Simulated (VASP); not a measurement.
# BaTiO3 (P4mm) in VASP: notebook

The runs below take BaTiO3 through relaxation of cell and atoms, single point, with r2SCAN, PBE, revPBE+D3(BJ).

Everything below comes from runs of VASP 6.6.1. Logs are shortened: lines on timing, memory, paths and dates and some standing lists are left out, and cuts for length are marked.

### Step 1. The cell of the first run

The structure is tetragonal, space group P4mm (No. 99). The conventional cell has a = 4.000 Å, b = 4.000 Å, c = 4.018 Å, α = 90.00°, β = 90.00°, γ = 90.00°. Ba (site symmetry 4mm) has 12 O at 2.79 to 2.88 Å and 8 Ti at 3.45 to 3.49 Å within 3.7 Å. Within 2.5 Å of Ti (site symmetry 4mm) lie 6 O at 1.89 to 2.13 Å. Within 2.7 Å of O (site symmetry 2mm) lie 2 Ti at 2.00 Å. Within 2.5 Å of O (site symmetry 4mm) lie 2 Ti at 1.89 to 2.13 Å.

### Step 2. Relaxation of cell and atoms, r2SCAN

Contents of POSCAR:

```
BaTiO3
1.0
    3.9998000000      0.0000000000      0.0000000000
    0.0000000000      3.9998000000      0.0000000000
    0.0000000000      0.0000000000      4.0180000000
Ba Ti O
1 1 3
Direct
    0.0000000000      0.0000000000      0.0000000000
    0.5000000000      0.5000000000      0.4900000000
    0.0000000000      0.5000000000      0.5170000000
    0.5000000000      0.0000000000      0.5170000000
    0.5000000000      0.5000000000      0.0190000000
```

Contents of INCAR.step1:

```
SYSTEM = BaTiO3
PREC = Accurate ; ENCUT = 600
ISMEAR = -1 ; SIGMA = 0.05
LREAL = .FALSE. ; LASPH = .TRUE.
NELM = 100 ; GGA = PE
ALGO = Normal ; EDIFF = 1E-4
LWAVE = .TRUE. ; LCHARG = .FALSE.
```

Contents of INCAR.step2:

```
SYSTEM = BaTiO3
PREC = Accurate ; ENCUT = 600
EDIFF = 1E-6 ; ISMEAR = -1
SIGMA = 0.05 ; LREAL = .FALSE.
LASPH = .TRUE. ; NELM = 100
ALGO = Normal ; ISIF = 3
LWAVE = .FALSE. ; LCHARG = .FALSE.
METAGGA = R2SCAN ; LMIXTAU = .TRUE.
IBRION = 2 ; NSW = 60
EDIFFG = -0.01 ; ISTART = 1
```

Contents of KPOINTS:

```
regular mesh
0
G
  7 7 7
  0 0 0
```

Potentials or basis: VASP PAW PBE potentials, release 64 (Ba_sv, Ti_sv, O).

Command:

```bash
$ cat potpaw_PBE.64/Ba_sv/POTCAR potpaw_PBE.64/Ti_sv/POTCAR potpaw_PBE.64/O/POTCAR > POTCAR
$ cp INCAR.step1 INCAR
$ mpirun -np 1 vasp_std > vasp.out
$ cp INCAR.step2 INCAR
$ mpirun -np 1 vasp_std > vasp.out
```

OUTCAR:

```text
SYSTEM = BaTiO3
   PREC = Accurate
   ENCUT = 600
   EDIFF = 1E-6
   ISMEAR = -1
   LREAL = .FALSE.
   LASPH = .TRUE.
   NELM = 100
   ISIF = 3
   METAGGA = R2SCAN
   IBRION = 2
   NSW = 60
   EDIFFG = -0.01
   ISTART = 1

 ion  position               nearest neighbor table
   1  0.000  0.000  0.000-   3 2.79   4 2.79   3 2.79   4 2.79   5 2.83   5 2.83   5 2.83   5 2.83
                             4 2.88   3 2.88   4 2.88   3 2.88   2 3.45   2 3.45   2 3.45   2 3.45
   2  0.500  0.500  0.490-   5 1.89   4 2.00   3 2.00   4 2.00   3 2.00   5 2.13   1 3.45   1 3.45
                             1 3.45   1 3.45   1 3.49   1 3.49   1 3.49   1 3.49
   3  0.000  0.500  0.517-   2 2.00   2 2.00   1 2.79   1 2.79   1 2.88   1 2.88
   4  0.500  0.000  0.517-   2 2.00   2 2.00   1 2.79   1 2.79   1 2.88   1 2.88
   5  0.500  0.500  0.019-   2 1.89   2 2.13   1 2.83   1 2.83   1 2.83   1 2.83

  LATTYP: Found a simple tetragonal cell.
 ALAT       =     3.9998000000
 C/A-ratio  =     1.0045502275

  Lattice vectors:

 A1 = (   3.9998000000,   0.0000000000,   0.0000000000)
 A2 = (   0.0000000000,   3.9998000000,   0.0000000000)
 A3 = (   0.0000000000,   0.0000000000,   4.0180000000)

Analysis of symmetry for initial positions (statically):
=====================================================================
 Subroutine PRICEL returns:
 Original cell was already a primitive cell.

 Routine SETGRP: Setting up the symmetry group for a
 simple tetragonal supercell.

 Subroutine GETGRP returns: Found  8 space group operations
 (whereof  8 operations were pure point group operations)
 out of a pool of 16 trial point group operations.

The static configuration has the point symmetry C_4v.

Analysis of symmetry for dynamics (positions and initial velocities):
=====================================================================
 Subroutine PRICEL returns:
 Original cell was already a primitive cell.

 Routine SETGRP: Setting up the symmetry group for a
 simple tetragonal supercell.

 Subroutine GETGRP returns: Found  8 space group operations
 (whereof  8 operations were pure point group operations)
 out of a pool of 16 trial point group operations.

The dynamic configuration has the point symmetry C_4v.

 Subroutine INISYM returns: Found  8 space group operations
 (whereof  8 operations are pure point group operations),
 and found     1 'primitive' translations

----------------------------------------------------------------------------------------

                                     Primitive cell

  volume of cell :      64.2816

  direct lattice vectors                    reciprocal lattice vectors
     3.999800000  0.000000000  0.000000000     0.250012501  0.000000000  0.000000000
     0.000000000  3.999800000  0.000000000     0.000000000  0.250012501  0.000000000
     0.000000000  0.000000000  4.018000000     0.000000000  0.000000000  0.248880040

  length of vectors
     3.999800000  3.999800000  4.018000000     0.250012501  0.250012501  0.248880040

  position of ions in fractional coordinates (direct lattice)
     0.000000000  0.000000000  0.000000000
     0.500000000  0.500000000  0.490000000
     0.000000000  0.500000000  0.517000000
     0.500000000  0.000000000  0.517000000
     0.500000000  0.500000000  0.019000000

  ion indices of the primitive-cell ions
   primitive index   ion index
                 1           1
                 2           2
                 3           3
                 4           4
                 5           5

----------------------------------------------------------------------------------------

 KPOINTS: regular mesh

Automatic generation of k-mesh.
 Grid dimensions read from file:
 generate k-points for:    7    7    7

 Generating k-lattice:

  Cartesian coordinates                     Fractional coordinates (reciprocal lattice)
     0.035716072  0.000000000  0.000000000     0.142857143  0.000000000  0.000000000
     0.000000000  0.035716072  0.000000000     0.000000000  0.142857143  0.000000000
[... 46 lines left out ...]
   LHFCALC =     F    Hartree Fock is set to
   AEXX    =    0.0000 exact exchange contribution
   IVDW    =     0    specifies the selected vdW correction
   LEPSILON=     F    determine dielectric tensor
   LRPA    =     F    only Hartree local field effects (RPA)
 conjugate gradient relaxation of ions
 non-spin polarized calculation
  energy-cutoff  :      600.00
  volume of cell :       64.28
 maximum number of plane-waves:      2174
 NGX is ok and might be reduce to    32
   NGX = 15   NGY = 15   NGZ = 17

--------------------------------------- Ionic step        1  -------------------------------------------

 number of electron      39.9999999 magnetization

 Free energy of the ion-electron system (eV)
  ---------------------------------------------------
  ext. energy  EPLUGINS =         0.00000000
  ---------------------------------------------------
  free energy    TOTEN  =       -74.25274746 eV

  energy without entropy =      -74.25274746  energy(sigma->0) =      -74.25274746

------------------------ aborting loop because EDIFF is reached ----------------------------------------

  FORCE on cell =-STRESS in cart. coord.  units (eV):
  Direction    XX          YY          ZZ          XY          YZ          ZX
  --------------------------------------------------------------------------------------
  -------------------------------------------------------------------------------------
  Total        0.3011242      0.3011242      0.6784141      0.0000000      0.0000000      0.0000000
  in kB        7.5053295      7.5053295     16.9090404      0.0000000      0.0000000      0.0000000
  external PRESSURE =      10.6398998 kB  Pullay stress =       0.0000000 kB
[... 98 lines left out ...]
  FREE ENERGIE OF THE ION-ELECTRON SYSTEM (eV)
  ---------------------------------------------------
  free  energy   TOTEN  =       -74.2602256888 eV

  energy  without entropy=      -74.2602256887  energy(sigma->0) =      -74.26022569

[... ionic steps 4 to 11 ...]

--------------------------------------- Ionic step       12  -------------------------------------------

 number of electron      39.9999998 magnetization

------------------------ aborting loop because EDIFF is reached ----------------------------------------

  FORCE on cell =-STRESS in cart. coord.  units (eV):
  Direction    XX          YY          ZZ          XY          YZ          ZX
  --------------------------------------------------------------------------------------
  -------------------------------------------------------------------------------------
  Total       -0.0230399     -0.0230399      0.1055261      0.0000000      0.0000000      0.0000000
  in kB       -0.5642329     -0.5642329      2.5842704      0.0000000      0.0000000      0.0000000
  external PRESSURE =       0.4852682 kB  Pullay stress =       0.0000000 kB
[... 63 lines left out ...]
  energy  without entropy=      -74.2706957437  energy(sigma->0) =      -74.27069574

--------------------------------------- Ionic step       14  -------------------------------------------

 number of electron      39.9999998 magnetization

 Free energy of the ion-electron system (eV)
  ---------------------------------------------------
  ext. energy  EPLUGINS =         0.00000000
  ---------------------------------------------------
  free energy    TOTEN  =       -74.27070536 eV

  energy without entropy =      -74.27070536  energy(sigma->0) =      -74.27070536

 E-fermi :   4.5413     XC(G=0): -11.7871

 val. band max:        3.4106418346   @ k =   0.4286   0.4286   0.4286
 cond. band min:       5.7013056505   @ k =   0.0000   0.0000   0.0000
 fundamental gap:      2.2906638158
 Fermi energy:         4.5413061407

 k-point     1 :       0.0000    0.0000    0.0000
  band No.  band energies     occupation
      1     -55.3323      2.00000
      2     -30.5820      2.00000
      3     -30.4821      2.00000
      4     -30.4821      2.00000
      5     -22.1886      2.00000
      6     -14.4412      2.00000
[... 637 lines left out ...]
     23       7.4929      0.00000
     24       8.5610      0.00000

 [... further k-points ...]
[... 5 lines left out ...]
  --------------------------------------------------------------------------------------
  -------------------------------------------------------------------------------------
  Total       -0.0008424     -0.0008424      0.0027436      0.0000000      0.0000000      0.0000000
  in kB       -0.0206288     -0.0206288      0.0671820      0.0000000      0.0000000      0.0000000
  external PRESSURE =       0.0086415 kB  Pullay stress =       0.0000000 kB
[... 20 lines left out ...]
  FREE ENERGIE OF THE ION-ELECTRON SYSTEM (eV)
  ---------------------------------------------------
  free  energy   TOTEN  =       -74.2707053550 eV

  energy  without entropy=      -74.2707053550  energy(sigma->0) =      -74.27070536

 reached required accuracy - stopping structural energy minimisation
```

Run time: 10 min. Hardware: 1 thread of Intel Xeon 6975P-C (Granite Rapids), shared host; peak memory 0.26 GiB.

What came out:

```yaml
Free_energy: -74.2707 eV
Relaxed_volume: 13.09 Å³/atom
Relaxed_cell: a = 3.987 Å, b = 3.987 Å, c = 4.116 Å, α = 90.00°, β = 90.00°, γ = 90.00°
Space_group_after_relaxing_to_0.05_Å: P4mm (No. 99)
Energy_gained_by_relaxing: 3.6 meV/atom
Ionic_steps: 14
Pressure_after_relaxing: 0.0 GPa
Band_gap_on_the_k_mesh: 2.29 eV, indirect (least direct gap 2.66 eV)
```

Step by step:
| step | energy change (eV) | largest force (eV/Å) | pressure (GPa) | volume (Å³) |
| --- | --- | --- | --- | --- |
| 1 | 0.0000 | 0.3064 | 1.06 | 64.28 |
| 2 | -0.0074 | 0.2277 | -0.83 | 65.08 |
| 3 | -0.0075 | 0.2186 | -1.07 | 65.18 |
| 4 | -0.0125 | 0.1199 | -0.09 | 65.01 |
| 5 | -0.0127 | 0.0977 | 0.17 | 64.96 |
| 6 | -0.0145 | 0.0789 | 0.19 | 65.02 |
| 7 | -0.0163 | 0.0895 | 0.26 | 65.13 |
| 8 | -0.0165 | 0.1029 | 0.31 | 65.17 |
| 9 | -0.0173 | 0.0737 | -0.38 | 65.52 |
| 10 | -0.0173 | 0.0759 | -0.35 | 65.50 |
| 11 | -0.0177 | 0.0738 | 0.17 | 65.40 |
| 12 | -0.0178 | 0.0568 | 0.05 | 65.42 |
| 13 | -0.0179 | 0.0116 | 0.00 | 65.43 |
| 14 | -0.0180 | 0.0012 | 0.00 | 65.43 |

Final structure:
```yaml
crystal:
  lattice:
    - [3.98727, 0.00000, 0.00000]
    - [0.00000, 3.98727, 0.00000]
    - [0.00000, 0.00000, 4.11552]
  atoms:
    - { symbol: Ba, position: [0.00000, 0.00000, 0.99722] }
    - { symbol: Ti, position: [0.50000, 0.50000, 0.47918] }
    - { symbol: O, position: [0.00000, 0.50000, 0.51672] }
    - { symbol: O, position: [0.50000, 0.00000, 0.51672] }
    - { symbol: O, position: [0.50000, 0.50000, 0.03316] }
```

Caveat: the PAW data sets were made with another functional, which shifts forces and pressure a little; spin-orbit coupling is left out, which moves the levels of the heavy elements. r2SCAN opens gaps a little over a GGA but as a rule still falls short of measured ones.

[end of part 1 of 2]
